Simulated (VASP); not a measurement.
Set up this calculation in VASP 6.6.1, as the native input.

| Quantity | Value |
| --- | --- |
| Task | relaxation of cell and atoms |
| Functional | PBEsol |
| Potentials or basis | VASP PAW PBE potentials, release 64 (Cu) |
| Cutoff | 600 eV |
| k mesh | 14 × 14 × 14 |
| Occupations | fermi-dirac, width 0.1 eV |
| Spin | no spin polarisation |
| Dipole correction | no |
| Further INCAR settings | ALGO = Normal; EDIFF = 1e-06; IBRION = 2; EDIFFG = -0.005; NSW = 60; ISIF = 3 |

The structure of Cu lies in POSCAR:

```
Cu
1.0
    0.0000000000      2.4177218275      2.4177218275
    2.4177218275      0.0000000000      2.4177218275
    2.4177218275      2.4177218275      0.0000000000
Cu
2
Direct
   -0.1250000000     -0.1250000000     -0.1250000000
    0.1250000000      0.1250000000      0.1250000000
```

These files were run (other wordings do the same):

INCAR

```
ALGO = Normal ; EDIFF = 1E-6
EDIFFG = -0.005 ; ENCUT = 600
GGA = PS ; IBRION = 2
ISIF = 3 ; ISMEAR = -1
LASPH = T ; LCHARG = F
LREAL = F ; LWAVE = F
NELM = 80 ; NSW = 60
PREC = Accurate ; SIGMA = 0.1
```

KPOINTS

```
k-points
0
Gamma
  14 14 14
```

Potentials or basis: VASP PAW PBE potentials, release 64 (Cu).

Command:

```bash
$ cat potpaw_PBE.64/Cu/POTCAR > POTCAR
$ mpirun -np 1 vasp_std > vasp.out
```

It gave:

```
Relaxed volume                         : 17.98 Å³/atom
Relaxed cell                           : a = 3.705 Å, b = 3.705 Å, c = 3.705 Å, α = 60.00°, β = 60.00°, γ = 60.00°
Space group after relaxing (to 0.05 Å) : Fd-3m (No. 227)
Energy gained by relaxing              : 278.4 meV/atom
Ionic steps                            : 5
Pressure after relaxing                : 0.0 GPa
Band gap on the k mesh                 : zero (band 11 reaches 3.71 eV, above the bottom of band 12 at 2.74 eV)
```

Caveat: the volume moved by over 15 % at a fixed basis, so the end points are rough; the PAW data sets were made with another functional, which shifts forces and pressure a little.

It took 95 s on 1 thread of AMD EPYC 9R45 96-Core Processor (Zen 5), with other jobs on the host, peak memory 0.16 GiB.
